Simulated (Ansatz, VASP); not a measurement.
# One calculation of CuI, two programs

```xyz
2
Lattice="0.0000 3.0315 3.0315 3.0315 0.0000 3.0315 3.0315 3.0315 0.0000" Properties=species:S:1:pos:R:3 pbc="T T T"
Cu    1.5157    1.5157    1.5157
I     0.0000    0.0000    0.0000
```

Alike in both runs: task single point; functional r2SCAN; k mesh 5 × 5 × 5; no spin polarisation.

```csv
,VASP,Ansatz
version,VASP 6.6.1,Ansatz 0.2.0
potentials or method,"VASP PAW PBE potentials, release 64 (Cu, I), cutoff 660 eV","plane waves, PAW"
occupations,"gaussian, width 0.01 eV",fixed
valence electrons in the cell,18,36
```

|  | VASP | Ansatz | Ansatz less VASP |
| --- | --- | --- | --- |
| gap on the k mesh at the Fermi level (eV) | 1.61 | 1.61 | -0.004 |

VASP's potentials were made for PBE, not for r2SCAN. VASP's potentials hold 18 valence electrons a cell and Ansatz's 36, so a difference there can come from the potentials and not from the codes.

Spin-orbit coupling is off throughout.
